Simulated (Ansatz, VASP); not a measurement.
**C: VASP beside Ansatz**

```xyz
2
Lattice="0.0000 1.7657 1.7657 1.7657 0.0000 1.7657 1.7657 1.7657 0.0000" Properties=species:S:1:pos:R:3 pbc="T T T"
C     1.7657    1.7657    1.7657
C     2.6486    2.6486    2.6486
```

Alike in both runs: functional LDA; k mesh 10 × 10 × 10; occupations gaussian, width 0.1 eV; no spin polarisation.

Ansatz relaxed the structure, and its values are those at the end. VASP's run is a single point on that final structure, the one shown.

```csv
,VASP,Ansatz
version,VASP 6.6.1,Ansatz 0.2.0
potentials or method,"VASP PAW LDA potentials, release 64 (C_h), cutoff 910 eV","scalar-relativistic, plane waves, PAW"
valence electrons in the cell,8,8
```

Ansatz gave:

```
gap on the k mesh at the Fermi level (eV) : 4.21
least direct gap on the mesh (eV)         : 5.62
```

What did VASP give for the same quantities?

gap on the k mesh at the Fermi level (eV): 4.21; least direct gap on the mesh (eV): 5.63.

Ansatz warns that its potentials were made for another functional, while VASP's fit it. LDA's correlation is that of Perdew and Zunger in VASP and of Perdew and Wang (1992) in Ansatz.

Noted on VASP's run: the cutoff is short for stress, so the pressure is rough.
